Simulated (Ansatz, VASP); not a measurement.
Re in VASP and in Ansatz

The input INCAR:

```
SYSTEM = Re
PREC     = Accurate       ! precision mode
ENCUT    = 520            ! plane-wave cutoff, eV
EDIFF    = 1E-6           ! SCF threshold, eV
ISMEAR   = -1             ! smearing method
SIGMA    = 0.1            ! smearing width, eV
LREAL    = .FALSE.        ! projectors in reciprocal space
LASPH    = .TRUE.         ! aspherical terms in the spheres
NELM     = 100            ! most SCF steps
ALGO     = Normal         ! electronic algorithm
ISIF     = 2              ! what is computed and relaxed
LWAVE    = .FALSE.        ! write WAVECAR
LCHARG   = .FALSE.        ! write CHGCAR
GGA      = PS             ! functional
NBANDS   = 10             ! bands
```

KPOINTS

```
Automatic mesh
0
G
  17 17 17
  0 0 0
```

File POSCAR:

```
Re
1.0
   -1.3565391830      1.3565391830      1.3565391830
    1.3565391830     -1.3565391830      1.3565391830
    1.3565391830      1.3565391830     -1.3565391830
Re
1
Direct
    0.0000000000      0.0000000000      0.0000000000
```

Input for Ansatz:

```yaml
crystal:
  lattice:
    - [-1.356539183, 1.356539183, 1.356539183]
    - [1.356539183, -1.356539183, 1.356539183]
    - [1.356539183, 1.356539183, -1.356539183]
  atoms:
    - { symbol: Re, position: [0.0, 0.0, 0.0] }
kpoints:
  mp_grid: { grid: [17, 17, 17] }
scf:
  occupations: { method: fermi_dirac, width: 0.1 }
hamiltonian:
  xc: pbesol
  pseudopotentials: { kind: paw }
output:
  forces: true
  stress: true
  eigenvalues: true
  populations: true
  write_density: true
  write_potential: true
  elf: true
  volumetric_format: npy
```

Change from the starting cell: volume scaled by 0.68, PAW files.

Alike in both runs: task single point; functional PBEsol; k mesh 17 × 17 × 17; occupations fermi-dirac, width 0.1 eV; no spin polarisation.

```csv
,VASP,Ansatz
version,VASP 6.6.1,Ansatz 0.2.0
potentials or method,"VASP PAW PBE potentials, release 64 (Re)","PAW with Ansatz's default frozen-core files, scalar-relativistic"
plane-wave cutoff (eV),520,420
valence electrons in the cell,7,15
```

|  | VASP | Ansatz | Ansatz less VASP |
| --- | --- | --- | --- |
| pressure (GPa) | 347.7 | 337.2 | -10.44 |

VASP's potentials were made for PBE, not for PBEsol. Both programs put the cell under a high pressure, so it lies far from rest at this level. VASP's potentials hold 7 valence electrons a cell and Ansatz's 15, so a difference there can come from the potentials and not from the codes.

Spin-orbit coupling is off throughout. Noted on VASP's run: the cell as given lies far from equilibrium.
